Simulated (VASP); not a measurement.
# Be (P6_3/mmc) in VASP: further runs

Be is run at these levels: PBE; tasks: single point.

Everything below comes from runs of VASP 6.6.1. Logs are shortened: lines on timing, memory, paths and dates and some standing lists are left out, and cuts for length are marked.

## Step 1: The cell of the first run

It takes space group P6_3/mmc (No. 194, hexagonal). Conventional cell: a = 2.280 Å, b = 2.280 Å, c = 3.527 Å, α = 90.00°, β = 90.00°, γ = 120.00°. Be (site symmetry -6m2) has 12 Be at 2.20 to 2.28 Å within 2.9 Å.

## Step 2: Single point, PBE

INCAR

```
SYSTEM = Be
ALGO = Normal ; EDIFF = 1E-6
ENCUT = 520 ; GGA = PE
ISIF = 2 ; ISMEAR = 0
LASPH = .True. ; LCHARG = .False.
LREAL = .False. ; LWAVE = .False.
NBANDS = 9 ; NELM = 100
PREC = Accurate ; SIGMA = 0.05
```

KPOINTS

```
k-points
0
Gamma
  10 10 6
  0 0 0
```

POSCAR

```
Be
1.0
    2.2798171715      0.0000000000      0.0000000000
   -1.1399085858      1.9743795865      0.0000000000
    0.0000000000      0.0000000000      3.5274242652
Be
2
Direct
    0.3333333333      0.6666666667      0.7500000000
    0.6666666667      0.3333333333      0.2500000000
```

Potentials or basis: VASP PAW PBE potentials, release 64 (Be).

Command:

```console
cat potpaw_PBE.64/Be/POTCAR > POTCAR
mpirun -np 1 vasp_std > vasp.out
```

OUTCAR:

```text
SYSTEM = Be
   EDIFF = 1E-6
   ENCUT = 520
   GGA = PE
   ISIF = 2
   ISMEAR = 0
   LASPH = .True.
   LREAL = .False.
   NELM = 100
   PREC = Accurate

 ion  position               nearest neighbor table
   1  0.333  0.667  0.750-   2 2.20   2 2.20   2 2.20   2 2.20   2 2.20   2 2.20
   2  0.667  0.333  0.250-   1 2.20   1 2.20   1 2.20   1 2.20   1 2.20   1 2.20

  LATTYP: Found a hexagonal cell.
 ALAT       =     2.2798171715
 C/A-ratio  =     1.5472399758

  Lattice vectors:

 A1 = (   2.2798171715,   0.0000000000,   0.0000000000)
 A2 = (  -1.1399085858,   1.9743795865,   0.0000000000)
 A3 = (   0.0000000000,   0.0000000000,   3.5274242652)

Analysis of symmetry for initial positions (statically):
=====================================================================
 Subroutine PRICEL returns:
 Original cell was already a primitive cell.

 Routine SETGRP: Setting up the symmetry group for a
 hexagonal supercell.

 Subroutine GETGRP returns: Found 24 space group operations
 (whereof 12 operations were pure point group operations)
 out of a pool of 24 trial point group operations.

The static configuration has the point symmetry D_3d.
 The point group associated with its full space group is D_6h.

Analysis of symmetry for dynamics (positions and initial velocities):
=====================================================================
 Subroutine PRICEL returns:
 Original cell was already a primitive cell.

 Routine SETGRP: Setting up the symmetry group for a
 hexagonal supercell.

 Subroutine GETGRP returns: Found 24 space group operations
 (whereof 12 operations were pure point group operations)
 out of a pool of 24 trial point group operations.

The dynamic configuration has the point symmetry D_3d.
 The point group associated with its full space group is D_6h.

 Subroutine INISYM returns: Found 24 space group operations
 (whereof 12 operations are pure point group operations),
 and found     1 'primitive' translations

----------------------------------------------------------------------------------------

                                     Primitive cell

  volume of cell :      15.8777

  direct lattice vectors                    reciprocal lattice vectors
     2.279817171  0.000000000  0.000000000     0.438631664  0.253244109  0.000000000
    -1.139908586  1.974379587  0.000000000     0.000000000  0.506488219  0.000000000
     0.000000000  0.000000000  3.527424265     0.000000000  0.000000000  0.283492975

  length of vectors
     2.279817171  2.279817172  3.527424265     0.506488219  0.506488219  0.283492975

[... 83 lines left out ...]
   NSW    =      0    number of steps for IOM
   IBRION =     -1    ionic relax: 0-MD 1-quasi-New 2-CG
   NFREE  =      0    steps in history (QN), initial steepest desc. (CG)
   ISIF   =      2    stress and relaxation
   ISYM   =      2    0-nonsym 1-usesym 2-fastsym
   POTIM  = 0.5000    time-step for ionic-motion
   TEBEG  =    0.0;   TEEND  =   0.0 temperature during run
   PSTRESS=    0.0 pullay stress
   NELECT =       4.0000    total number of electrons
   NUPDOWN=      -1.0000    fix difference up-down
   EMIN   =  10.00;   EMAX   =-10.00  energy-range for DOS
   EFERMI =   0.00;   METHOD = LEGACY
   ISMEAR =     0;   SIGMA  =   0.05  broadening in eV -4-tet -1-fermi 0-gaus
   EFERMI_NEDOS =   21; number of points for ismear=-14 and -15
   IALGO  =     38    algorithm
   IMIX   =      4    mixing-type and parameters
     AMIX     =   0.40;   BMIX     =  1.00
     AMIX_MAG =   1.60;   BMIX_MAG =  1.00
  volume/ion in A,a.u.               =       7.94        53.57
  Fermi-wavevector in a.u.,A,eV,Ry     =   1.033948  1.953878 14.545288  1.069049
  Thomas-Fermi vector in A             =   2.168220
   LORBIT       =      0    0 simple, 1 ext, 2 COOP (PROOUT), +10 PAW based schemes
   GGA     = PE    functional components
   LHFCALC =     F    Hartree Fock is set to
   AEXX    =    0.0000 exact exchange contribution
   IVDW    =     0    specifies the selected vdW correction
   LEPSILON=     F    determine dielectric tensor
   LRPA    =     F    only Hartree local field effects (RPA)
 non-spin polarized calculation
 Gauss-broadening in eV      SIGMA  =   0.05
  energy-cutoff  :      520.00
  volume of cell :       15.88
 maximum number of plane-waves:       439
 NGX is ok and might be reduce to    18
   NGX =  9   NGY =  9   NGZ = 13

 number of electron       4.0000000 magnetization

 Free energy of the ion-electron system (eV)
  ---------------------------------------------------
  ext. energy  EPLUGINS =         0.00000000
  ---------------------------------------------------
  free energy    TOTEN  =        -7.51014610 eV

  energy without entropy =       -7.51014364  energy(sigma->0) =       -7.51014487

 E-fermi :   6.9745     XC(G=0): -10.5911

 val. band max:        6.8506866348   @ k =   0.3000   0.2000   0.0000
 cond. band min:       7.0985289728   @ k =   0.3000   0.3000   0.3333
 fundamental gap:      0.2478423380
 Fermi energy:         6.9744712024

 k-point     1 :       0.0000    0.0000    0.0000
  band No.  band energies     occupation
      1      -4.3366      2.00000
      2       2.7307      2.00000
      3       8.3920      0.00000
      4      22.5815      0.00000
      5      22.5815      0.00000
      6      25.5155      0.00000
      7      25.5155      0.00000
      8      28.1983      0.00000
      9      33.7731      0.00000
[... 265 lines left out ...]
 k-point    24 :       0.4000    0.1000    0.1667
  band No.  band energies     occupation
      1       1.7117      2.00000
      2       4.6818      2.00000
      3       9.2938      0.00000
      4      12.1479      0.00000
      5      13.9779      0.00000
      6      16.8865      0.00000
      7      20.2778      0.00000
      8      22.1507      0.00000
      9      27.6860      0.00000

 [... further k-points ...]
[... 5 lines left out ...]
  --------------------------------------------------------------------------------------
  -------------------------------------------------------------------------------------
  Total        0.0103643      0.0103643      0.0252151     -0.0000000     -0.0000000      0.0000000
  in kB        1.0458312      1.0458312      2.5443828     -0.0000000     -0.0000000      0.0000000
  external PRESSURE =       1.5453484 kB  Pullay stress =       0.0000000 kB

 VOLUME and BASIS-vectors are now :
 -----------------------------------------------------------------------------
  energy-cutoff  :      520.00
  volume of cell :       15.88
      direct lattice vectors                 reciprocal lattice vectors
     2.279817171  0.000000000  0.000000000     0.438631664  0.253244109  0.000000000
    -1.139908586  1.974379587  0.000000000     0.000000000  0.506488219  0.000000000
     0.000000000  0.000000000  3.527424265     0.000000000  0.000000000  0.283492975

 POSITION                                       TOTAL-FORCE (eV/Angst)
 -----------------------------------------------------------------------------------
     -0.00000      1.31625      2.64557        -0.000000     -0.000000      0.000000
      1.13991      0.65813      0.88186         0.000000      0.000000      0.000000
 -----------------------------------------------------------------------------------
    total drift:                                0.000000     -0.000000      0.000000

  FREE ENERGIE OF THE ION-ELECTRON SYSTEM (eV)
  ---------------------------------------------------
  free  energy   TOTEN  =        -7.5101461034 eV

  energy  without entropy=       -7.5101436365  energy(sigma->0) =       -7.51014487
```

OSZICAR:

```text
N       E                     dE             d eps       ncg     rms          rms(c)
DAV:   1    -0.241503366843E+01   -0.24150E+01   -0.17986E+03  1024   0.368E+02
DAV:   2    -0.752967934571E+01   -0.51146E+01   -0.50319E+01  1495   0.561E+01
DAV:   3    -0.757488482936E+01   -0.45205E-01   -0.45137E-01  1163   0.362E+00
DAV:   4    -0.757494858802E+01   -0.63759E-04   -0.63755E-04  1218   0.138E-01
DAV:   5    -0.757494861674E+01   -0.28728E-07   -0.28538E-07  1135   0.280E-03    0.122E+00
DAV:   6    -0.752871445111E+01    0.46234E-01   -0.61106E-03  1115   0.772E-01    0.750E-01
DAV:   7    -0.751016863433E+01    0.18546E-01   -0.67706E-03  1126   0.805E-01    0.277E-02
DAV:   8    -0.751014756688E+01    0.21067E-04   -0.16858E-05  1103   0.326E-02    0.945E-03
DAV:   9    -0.751014631281E+01    0.12541E-05   -0.29220E-06  1154   0.146E-02    0.107E-03
DAV:  10    -0.751014610345E+01    0.20937E-06   -0.59664E-09   607   0.651E-04
   1 F= -.75101461E+01 E0= -.75101449E+01  d E =-.246691E-05
```

stdout:

```text
POSCAR found type information on POSCAR Be
 POSCAR found :  1 types and       2 ions
 scaLAPACK will be used
 LDA part: xc-table for (Slater+PW92), standard interpolation
 POSCAR, INCAR and KPOINTS ok, starting setup
 FFT: planning ... GRIDC
 FFT: planning ... GRID_SOFT
 FFT: planning ... GRID
 WAVECAR not read
 entering main loop
```

It took 12 s on 1 thread of Oxide Virtual Turin-like, shared host; peak memory 0.09 GiB.

Results:

```
Free energy            : -7.5101 eV
Pressure               : 0.2 GPa
Band gap on the k mesh : zero (band 2 reaches 7.38 eV, above the bottom of band 3 at 6.60 eV)
```

Stress tensor (GPa, compression positive):
```
0.10 0.00 0.00
0.00 0.10 0.00
0.00 0.00 0.25
```

## Step 3: Single point, PBE, non-collinear spin, zero start, spin-orbit coupling

INCAR

```
SYSTEM = Be
PREC = Accurate ; ENCUT = 520
EDIFF = 1E-7 ; ISMEAR = 0
SIGMA = 0.05 ; LREAL = .FALSE.
LASPH = .TRUE. ; NELM = 150
ALGO = Normal ; ISIF = 2
LWAVE = .FALSE. ; LCHARG = .FALSE.
LNONCOLLINEAR = .TRUE. ; MAGMOM = 0 0 0 0 0 0
LORBIT = 11 ; LSORBIT = .TRUE.
GGA_COMPAT = .FALSE. ; LORBMOM = .TRUE.
GGA = PE ; NBANDS = 16
```

KPOINTS

```
Automatic mesh
0
G
  20 20 12
  0 0 0
```

POSCAR

```
Be
1.0
    2.2709124337      0.0000000000      0.0000000000
   -1.1354562169      1.9666678574      0.0000000000
    0.0000000000      0.0000000000      3.5551420863
Be
2
Direct
    0.3333333333      0.6666666667      0.7500000000
    0.6666666667      0.3333333333      0.2500000000
```

Potentials or basis: VASP PAW PBE potentials, release 64 (Be).

Command:

```console
cat potpaw_PBE.64/Be/POTCAR > POTCAR
mpirun -np 1 vasp_ncl > vasp.out
```

Run time: 2.5 min. Hardware: 1 thread of Oxide Virtual Turin-like, shared host; peak memory 0.2 GiB.

It converged, with:

```yaml
Free_energy: -7.5338 eV
Pressure: -0.2 GPa
Net_moment: 0.00 μB per cell
Valence_electrons_inside_the_program's_atomic_spheres: Be 1.17
```

Stress tensor (GPa, compression positive):
```
-0.33  0.00  0.00
 0.00 -0.33  0.00
 0.00  0.00  0.00
```

Moments on the atoms (μB; x, y, z):
```
Be  0.00 0.00 0.00
Be  0.00 0.00 0.00
```
